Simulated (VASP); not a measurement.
# Ti2SiHgS4 (I-42m) in VASP: single point with r2SCAN

Aim: the single point of Ti2SiHgS4 with r2SCAN.

All numbers are computed with VASP 6.6.1; they aren't measurements. Logs are shortened: lines on timing, memory, paths and dates and some standing lists are left out, and cuts for length are marked.

## 1. The cell of the first run

It takes space group I-42m (No. 121, tetragonal). The conventional cell has a = 5.441 Å, b = 5.441 Å, c = 10.453 Å, α = 90.00°, β = 90.00°, γ = 90.00°. S (site symmetry m) has 1 Si at 2.26 Å and 2 Ti at 2.29 Å and 1 Hg at 2.48 Å within 3.0 Å. Si (site symmetry -42m) has 4 S at 2.26 Å within 3.0 Å. Hg (site symmetry -42m) has 4 S at 2.48 Å within 3.3 Å. Within 3.0 Å of Ti (site symmetry -4) lie 4 S at 2.29 Å.

## 2. Single point, r2SCAN, collinear spin

Input file POSCAR:

```
Ti2SiHgS4
1.0
    0.0000000000      5.4406541000      0.0000000000
    5.4406541000      0.0000000000      0.0000000000
    2.7203275500      2.7203275500     -5.2263414700
S Si Hg Ti
4 1 1 2
Direct
    0.4000000000      0.4000000000      0.7358000000
    0.6000000000      0.1358000000      0.2642000000
    0.8642000000      0.8642000000      0.7358000000
    0.1358000000      0.6000000000      0.2642000000
    0.5000000000      0.5000000000      0.0000000000
    0.0000000000      0.0000000000      0.0000000000
    0.7500000000      0.2500000000      0.5000000000
    0.2500000000      0.7500000000      0.5000000000
```

Input file INCAR.step1:

```
ALGO = Normal
EDIFF = 1E-4
ENCUT = 520
GGA = PE
ISMEAR = -5
ISPIN = 2
LASPH = True
LCHARG = False
LMAXMIX = 4
LREAL = False
LWAVE = True
MAGMOM = 0 0 0 0 0 0 1 1
NBANDS = 46
NELM = 150
PREC = Accurate
SIGMA = 0.1
```

Input file INCAR.step2:

```
ALGO = Normal
EDIFF = 1E-6
ENCUT = 520
ISIF = 2
ISMEAR = -5
ISPIN = 2
ISTART = 1
LASPH = True
LCHARG = False
LMAXMIX = 4
LMIXTAU = True
LORBIT = 11
LREAL = False
LWAVE = False
MAGMOM = 0 0 0 0 0 0 1 1
METAGGA = R2SCAN
NBANDS = 46
NELM = 150
PREC = Accurate
SIGMA = 0.1
```

Input file KPOINTS:

```
k-points
0
Gamma
  5 5 5
```

Potentials or basis: VASP PAW PBE potentials, release 64 (S, Si, Hg, Ti_sv).

Started as:

```console
cat potpaw_PBE.64/S/POTCAR potpaw_PBE.64/Si/POTCAR potpaw_PBE.64/Hg/POTCAR potpaw_PBE.64/Ti_sv/POTCAR > POTCAR
cp INCAR.step1 INCAR
mpirun -np 1 vasp_std > vasp.out
cp INCAR.step2 INCAR
mpirun -np 1 vasp_std > vasp.out
```

OUTCAR:

```text
EDIFF = 1E-6
   ENCUT = 520
   ISIF = 2
   ISMEAR = -5
   ISPIN = 2
   ISTART = 1
   LASPH = True
   LORBIT = 11
   LREAL = False
   METAGGA = R2SCAN
   NELM = 150
   PREC = Accurate

 ion  position               nearest neighbor table
   1  0.400  0.400  0.736-   5 2.26   7 2.29   8 2.29   6 2.48
   2  0.600  0.136  0.264-   5 2.26   8 2.29   7 2.29   6 2.48
   3  0.864  0.864  0.736-   5 2.26   7 2.29   8 2.29   6 2.48
   4  0.136  0.600  0.264-   5 2.26   7 2.29   8 2.29   6 2.48
   5  0.500  0.500  0.000-   3 2.26   2 2.26   4 2.26   1 2.26
   6  0.000  0.000  0.000-   1 2.48   2 2.48   4 2.48   3 2.48
   7  0.750  0.250  0.500-   4 2.29   3 2.29   1 2.29   2 2.29
   8  0.250  0.750  0.500-   2 2.29   3 2.29   1 2.29   4 2.29

  LATTYP: Found a body centered tetragonal cell.
 ALAT       =     5.4406541000
 C/A-ratio  =     1.9212180646

  Lattice vectors:

 A1 = (  -2.7203275500,   2.7203265500,   5.2263414700)
 A2 = (   2.7203265500,  -2.7203275500,   5.2263414700)
 A3 = (   2.7203275500,   2.7203275500,  -5.2263414700)

Analysis of symmetry for initial positions (statically):
=====================================================================
 Subroutine PRICEL returns:
 Original cell was already a primitive cell.

 Routine SETGRP: Setting up the symmetry group for a
 body centered tetragonal supercell.

 Subroutine GETGRP returns: Found  8 space group operations
 (whereof  8 operations were pure point group operations)
 out of a pool of 16 trial point group operations.

The static configuration has the point symmetry D_2d.

Analysis of symmetry for dynamics (positions and initial velocities):
=====================================================================
 Subroutine PRICEL returns:
 Original cell was already a primitive cell.

 Routine SETGRP: Setting up the symmetry group for a
 body centered tetragonal supercell.

 Subroutine GETGRP returns: Found  8 space group operations
 (whereof  8 operations were pure point group operations)
 out of a pool of 16 trial point group operations.

The dynamic configuration has the point symmetry D_2d.

Analysis of structural, dynamic, and magnetic symmetry:
=====================================================================
 Subroutine PRICEL returns:
 Original cell was already a primitive cell.

 Routine SETGRP: Setting up the symmetry group for a
 body centered tetragonal supercell.

 Subroutine GETGRP returns: Found  8 space group operations
 (whereof  8 operations were pure point group operations)
 out of a pool of 16 trial point group operations.

The overall configuration has the point symmetry D_2d.

 Subroutine INISYM returns: Found  8 space group operations
 (whereof  8 operations are pure point group operations),
 and found     1 'primitive' translations

----------------------------------------------------------------------------------------

                                     Primitive cell

  volume of cell :     154.7035

  direct lattice vectors                    reciprocal lattice vectors
     0.000000000  5.440654100  0.000000000     0.000000000  0.183801429  0.095669235
     5.440654100  0.000000000  0.000000000     0.183801429  0.000000000  0.095669235
     2.720327550  2.720327550 -5.226341470     0.000000000  0.000000000 -0.191338435

  length of vectors
     5.440654100  5.440654100  6.489607779     0.207208996  0.207208996  0.191338435

  position of ions in fractional coordinates (direct lattice)
     0.400000000  0.400000000  0.735800000
     0.600000000  0.135800000  0.264200000
     0.864200000  0.864200000  0.735800000
     0.135800000  0.600000000  0.264200000
     0.500000000  0.500000000  0.000000000
     0.000000000  0.000000000  0.000000000
     0.750000000  0.250000000  0.500000000
     0.250000000  0.750000000  0.500000000

  ion indices of the primitive-cell ions
   primitive index   ion index
                 1           1
                 2           2
[... 54 lines left out ...]
 -0.200000  0.000000  0.400000      4.000000
   k-points           NKPTS =     18   k-points in BZ     NKDIM =     18   number of bands    NBANDS=     46
   number of dos      NEDOS =    301   number of ions     NIONS =      8
   total plane-waves  NPLWV =  76800
   dimension x,y,z NGX =    40 NGY =   40 NGZ =   48
   dimension x,y,z NGXF=    80 NGYF=   80 NGZF=   96
   ions per type =               4   1   1   2
   NGX,Y,Z   is equivalent  to a cutoff of  12.22, 12.22, 12.30 a.u.
   NGXF,Y,Z  is equivalent  to a cutoff of  24.44, 24.44, 24.59 a.u.
 SYSTEM =  unknown system
   PREC   = accura    normal or accurate (medium, high low for compatibility)
   ISTART =      1    job   : 0-new  1-cont  2-samecut
   ICHARG =      0    charge: 1-file 2-atom 10-const
   ISPIN  =      2    spin polarized calculation?
   LNONCOLLINEAR =      F non collinear calculations
   LSORBIT =      F    spin-orbit coupling
   LASPH  =      T    aspherical Exc in radial PAW
   ENCUT  =  520.0 eV  38.22 Ry    6.18 a.u.  10.12 10.12 12.07*2*pi/ulx,y,z
   NELM   =    150;   NELMIN=  2; NELMDL=  0     # of ELM steps
   EDIFF  = 0.1E-05   stopping-criterion for ELM
   LREAL  =      F    real-space projection
   EDIFFG = 0.1E-04   stopping-criterion for IOM
   NSW    =      0    number of steps for IOM
   IBRION =     -1    ionic relax: 0-MD 1-quasi-New 2-CG
   NFREE  =      0    steps in history (QN), initial steepest desc. (CG)
   ISIF   =      2    stress and relaxation
   ISYM   =      2    0-nonsym 1-usesym 2-fastsym
   POTIM  = 0.5000    time-step for ionic-motion
   TEBEG  =    0.0;   TEEND  =   0.0 temperature during run
   PSTRESS=    0.0 pullay stress
   NELECT =      64.0000    total number of electrons
   NUPDOWN=      -1.0000    fix difference up-down
   EMIN   =  10.00;   EMAX   =-10.00  energy-range for DOS
   EFERMI =   0.00;   METHOD = LEGACY
   ISMEAR =    -5;   SIGMA  =   0.10  broadening in eV -4-tet -1-fermi 0-gaus
   EFERMI_NEDOS =   21; number of points for ismear=-14 and -15
   IALGO  =     38    algorithm
   IMIX   =      4    mixing-type and parameters
     AMIX     =   0.40;   BMIX     =  1.00
     AMIX_MAG =   1.60;   BMIX_MAG =  1.00
  volume/ion in A,a.u.               =      19.34       130.50
  Fermi-wavevector in a.u.,A,eV,Ry     =   1.219836  2.305156 20.245471  1.488000
  Thomas-Fermi vector in A             =   2.355074
   LORBIT       =     11    0 simple, 1 ext, 2 COOP (PROOUT), +10 PAW based schemes
   METAGGA = R2SCAN    functional components
   LHFCALC =     F    Hartree Fock is set to
   AEXX    =    0.0000 exact exchange contribution
   IVDW    =     0    specifies the selected vdW correction
   LEPSILON=     F    determine dielectric tensor
   LRPA    =     F    only Hartree local field effects (RPA)
 spin polarized calculation
 Fermi weights with tetrahedron method with Bloechl corrections
  energy-cutoff  :      520.00
  volume of cell :      154.70
 maximum number of plane-waves:      4184
   NGX = 21   NGY = 21   NGZ = 25

 number of electron      64.0000004 magnetization       0.0323162

 Free energy of the ion-electron system (eV)
  ---------------------------------------------------
  ext. energy  EPLUGINS =         0.00000000
  ---------------------------------------------------
  free energy    TOTEN  =      -118.89254400 eV

  energy without entropy =     -118.89254400  energy(sigma->0) =     -118.89254400

 E-fermi :   6.9766     XC(G=0): -10.7314

 val. band max:        7.0086298272   @ k =  -0.4000   0.2000   0.0000
 cond. band min:       7.0103250341   @ k =  -0.2000  -0.4000   0.2000
 fundamental gap:      0.0016952069
 Fermi energy:         6.9765837731

 spin component 1

 k-point     1 :       0.0000    0.0000    0.0000
  band No.  band energies     occupation
      1     -52.7267      1.00000
      2     -52.7235      1.00000
      3     -28.0726      1.00000
      4     -28.0726      1.00000
      5     -28.0426      1.00000
      6     -28.0327      1.00000
[... 835 lines left out ...]
     43      10.5766      0.00000
     44      10.7303      0.00000
 Fermi energy:         6.9765837731

 spin component 2

 k-point     1 :       0.0000    0.0000    0.0000
  band No.  band energies     occupation
      1     -52.7114      1.00000
      2     -52.7081      1.00000
      3     -28.0608      1.00000
      4     -28.0608      1.00000
      5     -28.0209      1.00000
      6     -28.0209      1.00000
[... 835 lines left out ...]
     43      10.5818      0.00000
     44      10.7388      0.00000
 [bands above 44 left out]

------------------------ aborting loop because EDIFF is reached ----------------------------------------

  FORCE on cell =-STRESS in cart. coord.  units (eV):
  Direction    XX          YY          ZZ          XY          YZ          ZX
  --------------------------------------------------------------------------------------
  -------------------------------------------------------------------------------------
  Total        9.0194297      9.0194297     11.4901513      0.0000000     -0.0000011     -0.0000011
  in kB       93.4091991     93.4091991    118.9970833      0.0000000     -0.0000114     -0.0000114
  external PRESSURE =     101.9384938 kB  Pullay stress =       0.0000000 kB

 VOLUME and BASIS-vectors are now :
 -----------------------------------------------------------------------------
  energy-cutoff  :      520.00
  volume of cell :      154.70
      direct lattice vectors                 reciprocal lattice vectors
     0.000000000  5.440654100  0.000000000     0.000000000  0.183801429  0.095669235
     5.440654100  0.000000000  0.000000000     0.183801429  0.000000000  0.095669235
     2.720327550  2.720327550 -5.226341470     0.000000000  0.000000000 -0.191338435

 POSITION                                       TOTAL-FORCE (eV/Angst)
 -----------------------------------------------------------------------------------
      4.17788      4.17788     -3.84554         0.749085      0.749085     -0.153304
      1.45755      3.98310     -1.38080         0.749085     -0.749085      0.153304
      6.70343      6.70343     -3.84554        -0.749085     -0.749085     -0.153304
      3.98310      1.45755     -1.38080        -0.749085      0.749085      0.153304
      2.72033      2.72033      0.00000        -0.000000     -0.000000      0.000000
      0.00000      0.00000      0.00000        -0.000000     -0.000000      0.000000
      2.72033      5.44065     -2.61317        -0.000000     -0.000000      0.000000
      5.44065      2.72033     -2.61317        -0.000000     -0.000000      0.000000
 -----------------------------------------------------------------------------------
    total drift:                               -0.000026     -0.000026      0.000003

  FREE ENERGIE OF THE ION-ELECTRON SYSTEM (eV)
  ---------------------------------------------------
  free  energy   TOTEN  =      -118.8925439993 eV

  energy  without entropy=     -118.8925439993  energy(sigma->0) =     -118.89254400

 total charge

# of ion       s       p       d       tot
------------------------------------------
    1        1.325   2.452   0.000   3.777
    2        1.325   2.452   0.000   3.777
    3        1.325   2.452   0.000   3.777
    4        1.325   2.452   0.000   3.777
    5        0.842   0.749   0.000   1.592
    6        0.813   0.459   9.369  10.640
    7        2.180   6.146   2.065  10.391
    8        2.180   6.146   2.065  10.391
--------------------------------------------------
tot         11.316  23.307  13.499  48.122

 magnetization (x)

# of ion       s       p       d       tot
------------------------------------------
    1        0.000  -0.000   0.000  -0.000
    2        0.000  -0.000   0.000  -0.000
    3        0.000  -0.000   0.000  -0.000
    4        0.000  -0.000   0.000  -0.000
    5       -0.000   0.001   0.000   0.001
    6       -0.000  -0.000  -0.000  -0.000
    7        0.000   0.000   0.013   0.013
    8        0.000   0.000   0.013   0.013
--------------------------------------------------
tot          0.000   0.001   0.025   0.026
```

It took 35 min on 1 thread of Intel Xeon 8259CL, shared host; peak memory 0.5 GiB.

What came out:

```
Free energy                                           : -118.8925 eV
Pressure                                              : 10.2 GPa
Largest force                                         : 1.070 eV/Å
Band gap on the k mesh                                : zero (filled and empty bands overlap)
Net moment                                            : 0.03 μB per cell
Valence electrons inside the program's atomic spheres : S 3.78; Si 1.59; Hg 10.64; Ti 10.39
```

Forces in eV/Å, atoms in the order of the input:
```
S    0.749  0.749 -0.153
S    0.749 -0.749  0.153
S   -0.749 -0.749 -0.153
S   -0.749  0.749  0.153
Si   0.000  0.000  0.000
Hg   0.000  0.000  0.000
Ti   0.000  0.000  0.000
Ti   0.000  0.000  0.000
```

Stress tensor (GPa, compression positive):
```
 9.34  0.00  0.00
 0.00  9.34  0.00
 0.00  0.00 11.90
```

Levels at points of the mesh, in eV from the Fermi level:
Spin up:
| k point | band 30 | band 31 | band 32 | band 33 | band 34 | band 35 |
| --- | --- | --- | --- | --- | --- | --- |
| (0.00, 0.00, 0.00) | -1.47 | -0.20 | -0.20 | 0.03 | 0.42 | 0.61 |
Spin down:
```
           k point  band 30  band 31  band 32  band 33  band 34  band 35
(0.00, 0.00, 0.00)    -1.47    -0.19    -0.19     0.04     0.43     0.62
```

Caveat: the cell stands under pressure; the PAW data sets were made with another functional, which shifts forces and pressure a little; spin-orbit coupling is left out, which moves the levels of the heavy elements; tetrahedron occupations give inexact forces and stress in metals.
